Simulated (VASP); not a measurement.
A run of VASP 6.6.1:

File POSCAR:

```
I
1.0
    0.0000000000      2.4068001917      4.3030941478
    2.0795568567      0.0000000000      4.3030941478
    2.0795568567      2.4068001917      0.0000000000
I
1
Direct
    0.0000000000      0.0000000000      0.0000000000
```

File INCAR.step1:

```
SYSTEM = I
ALGO = Normal ; EDIFF = 1E-5
ENCUT = 520 ; GGA = PE
ISIF = 2 ; ISMEAR = -1
LASPH = .True. ; LREAL = .False.
LWAVE = .True. ; NBANDS = 10
NELM = 60 ; PREC = Accurate
SIGMA = 0.05
```

File INCAR.step2:

```
SYSTEM = I
ALGO = Normal ; EDIFF = 1E-6
ENCUT = 520 ; GGA = PE
HFSCREEN = 0.2079 ; ISIF = 2
ISMEAR = -1 ; ISTART = 1
LASPH = .True. ; LCHARG = .True.
LELF = .True. ; LHFCALC = .True.
LREAL = .False. ; LVHAR = .True.
LWAVE = .False. ; NBANDS = 10
NELM = 60 ; PREC = Accurate
PRECFOCK = Normal ; SIGMA = 0.05
```

KPOINTS

```
k-points
0
Gamma
  5 5 5
  0 0 0
```

Potentials or basis: VASP PAW PBE potentials, release 64 (I).

The run is started by

```sh
$ cat potpaw_PBE.64/I/POTCAR > POTCAR
$ cp INCAR.step1 INCAR
$ mpirun -np 1 vasp_std > vasp.out
$ cp INCAR.step2 INCAR
$ mpirun -np 1 vasp_std > vasp.out
```

Hardware: 1 thread of Oxide Virtual Turin-like Processor (shared host).

Estimate the wall time of this run.

Wall time 16 min on 1 thread of Oxide Virtual Turin-like Processor (shared host), peak memory 0.25 GiB. Counts: k points 27.
